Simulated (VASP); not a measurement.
**Pt: relaxation of cell and atoms with PBE**

Crystal: Pt.

```
Pt
1.0
     0.00000    1.98415    1.98415
     1.98415    0.00000    1.98415
     1.98415    1.98415    0.00000
Pt
1
Direct
  0.00000 0.00000 0.00000
```

```yaml
Program: VASP 6.6.1
Task: relaxation of cell and atoms
Functional: PBE
Potentials_or_basis: VASP PAW PBE potentials, release 64 (Pt)
Cutoff: 600 eV
k_mesh: 11 × 11 × 11
Occupations: gaussian, width 0.1 eV
Spin: no spin polarisation
Dipole_correction: no
Further_INCAR_settings: ALGO = Normal; EDIFF = 1e-06; IBRION = 2; EDIFFG = -0.02; NSW = 50; ISIF = 3
```

- Relaxed volume: 15.60 Å³/atom
- Relaxed cell: a = 2.804 Å, b = 2.804 Å, c = 2.804 Å, α = 60.00°, β = 60.00°, γ = 60.00°
- Space group after relaxing (to 0.1 Å): Fm-3m (No. 225)
- Energy gained by relaxing: 0.0 meV/atom
- Ionic steps: 3
- Pressure after relaxing: 0.0 GPa
- Band gap on the k mesh: zero (bands 5 and 6 overlap by 1.99 eV)

Final structure:
```
Pt
1.0
     0.00000    1.98307    1.98307
     1.98307    0.00000    1.98307
     1.98307    1.98307    0.00000
Pt
1
Direct
  0.00000 0.00000 0.00000
```

Levels at points of the mesh, in eV from the Fermi level:
```tsv
k point	band 2	band 3	band 4	band 5	band 6	band 7	band 8	band 9
(0.00, 0.00, 0.00)	-3.54	-3.54	-3.54	-1.50	-1.50	14.78	19.56	19.56
```

Wall time 17 s on 1 thread of Intel Xeon 8259CL, with other jobs on the host, peak memory 0.15 GiB.

Caveat: spin-orbit coupling is left out, which moves the levels of the heavy elements.
